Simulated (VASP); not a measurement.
Input of a VASP 6.6.1 run:

File INCAR:

```
SYSTEM = SiB6
ALGO = Normal
EDIFF = 1E-6
ENCUT = 520
GGA = PE
ISIF = 2
ISMEAR = 0
LASPH = .True.
LCHARG = .False.
LREAL = .False.
LWAVE = .False.
NBANDS = 20
NELM = 80
PREC = Accurate
SIGMA = 0.1
```

KPOINTS

```
k-points
0
Gamma
  14 14 8
  0 0 0
```

The input POSCAR:

```
SiB6
1.0
    1.6016833642     -3.2958903060      0.0000000000
    1.6016833642      3.2958903060      0.0000000000
    0.0000000000      0.0000000000      5.6997645756
Si B
1 6
Direct
    0.5000000000      0.5000000000      0.5000000000
    0.0000000000      0.0000000000      0.2597741769
    0.0000000000      0.0000000000      0.7402258231
    0.8174077776      0.1825922224      0.5000000000
    0.1825922224      0.8174077776      0.5000000000
    0.1481867123      0.8518132877      0.0000000000
    0.8518132877      0.1481867123      0.0000000000
```

Potentials or basis: VASP PAW PBE potentials, release 64 (Si, B).

The run is started by

```bash
$ cat potpaw_PBE.64/Si/POTCAR potpaw_PBE.64/B/POTCAR > POTCAR
$ mpirun -np 1 vasp_std > vasp.out
```

(1) Estimate the pressure.

(2) What does it give for the largest force?

(3) Estimate the band gap on the k mesh.

## Answers

(1) -0.1 GPa.

(2) 0.003 eV/Å.

(3) zero (bands 11 and 12 overlap by 3.17 eV).
